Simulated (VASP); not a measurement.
Here is a VASP 6.6.1 calculation.

The input INCAR:

```
  ALGO = Fast
  EDIFF = 1E-7
  ENCUT = 520
  GGA = PS
  ISIF = 2
  ISMEAR = 1
  ISPIN = 2
  LASPH = True
  LCHARG = False
  LMAXMIX = 4
  LORBIT = 11
  LREAL = False
  LWAVE = False
  MAGMOM = 2.3
  NBANDS = 14
  NELM = 150
  PREC = Accurate
  SIGMA = 0.1
```

Contents of KPOINTS:

```
k-points
0
Gamma
  22 22 22
```

File POSCAR:

```
Fe
1.0
   -1.3947190420      1.3947190420      1.3947190420
    1.3947190420     -1.3947190420      1.3947190420
    1.3947190420      1.3947190420     -1.3947190420
Fe
1
Direct
    0.0000000000      0.0000000000      0.0000000000
```

Potentials or basis: VASP PAW PBE potentials, release 64 (Fe).

Run with:

```bash
$ cat potpaw_PBE.64/Fe/POTCAR > POTCAR
$ mpirun -np 1 vasp_std > vasp.out
```

Predict the site moments.

Fe +2.12 μB.

Predict the net moment.

2.14 μB per cell.

Predict the pressure.

-0.2 GPa.

Caveat: the PAW data sets were made with another functional, which shifts forces and pressure a little.
